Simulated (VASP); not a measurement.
LiF, 4 atoms in the cell. It takes space group P6_3mc (No. 186, hexagonal). Conventional cell: a = 3.160 Å, b = 3.160 Å, c = 4.797 Å, α = 90.00°, β = 90.00°, γ = 120.00°. Li (site symmetry 3m) has 4 F at 1.89 to 1.91 Å within 2.5 Å. Within 2.5 Å of F (site symmetry 3m) lie 4 Li at 1.89 to 1.91 Å.  This cell differs from its parent crystal: c/a of the conventional cell at fixed volume 1.5180.

```yaml
Program: VASP 6.6.1
Task: single point
Functional: PBE
Potentials_or_basis: VASP PAW PBE potentials, release 64 (Li_sv, F)
Cutoff: 520 eV
k_mesh: 9 × 9 × 6
Occupations: gaussian, width 0.05 eV
Spin: no spin polarisation
Dipole_correction: no
Further_INCAR_settings: ALGO = Normal; EDIFF = 1e-06; NBANDS = 18
```

Potentials or basis: VASP PAW PBE potentials, release 64 (Li_sv, F).

Command:

```console
$ cat potpaw_PBE.64/Li_sv/POTCAR potpaw_PBE.64/F/POTCAR > POTCAR
$ mpirun -np 1 vasp_std > vasp.out
```

Hardware: 1 thread of AMD EPYC 7R13 (shared host).

How long does it take, and how much memory?

Run time: 77 s on 1 thread of AMD EPYC 7R13, with other jobs on the host, peak memory 0.13 GiB. Counts: scf iterations 13, k points 48.
